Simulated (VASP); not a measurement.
Here is a VASP 6.6.1 calculation.

INCAR

```
PREC = Accurate
ENCUT = 520
EDIFF = 1E-6
ISMEAR = 0
SIGMA = 0.15
LREAL = False
LASPH = True
NELM = 60
ALGO = Fast
ISIF = 2
LWAVE = False
LCHARG = True
GGA = PS
LELF = True
LVHAR = True
NBANDS = 12
```

The input KPOINTS:

```
regular mesh
0
Gamma
  26 26 26
```

File POSCAR:

```
Ti
1.0
    0.0000000000      2.0279211513      1.9873627283
    2.0279211513      0.0000000000      1.9873627283
    2.0279211513      2.0279211513      0.0000000000
Ti
1
Direct
    0.0000000000      0.0000000000      0.0000000000
```

Potentials or basis: VASP PAW PBE potentials, release 64 (Ti_sv).

Run with:

```sh
$ cat potpaw_PBE.64/Ti_sv/POTCAR > POTCAR
$ mpirun -np 1 vasp_std > vasp.out
```

Problem. What does it give for the band gap on the k mesh?

Solution. Zero (bands 6 and 7 overlap by 1.45 eV).

Problem. Estimate the pressure.

Solution. 2.0 GPa.

Stress tensor (GPa, compression positive):
```
1.80 0.00 0.00
0.00 1.80 0.00
0.00 0.00 2.52
```

Caveat: the cell differs from its parent crystal (strain -0.0200 x Voigt [0, 0, 1, 0, 0, 0]); the PAW data sets were made with another functional, which shifts forces and pressure a little.
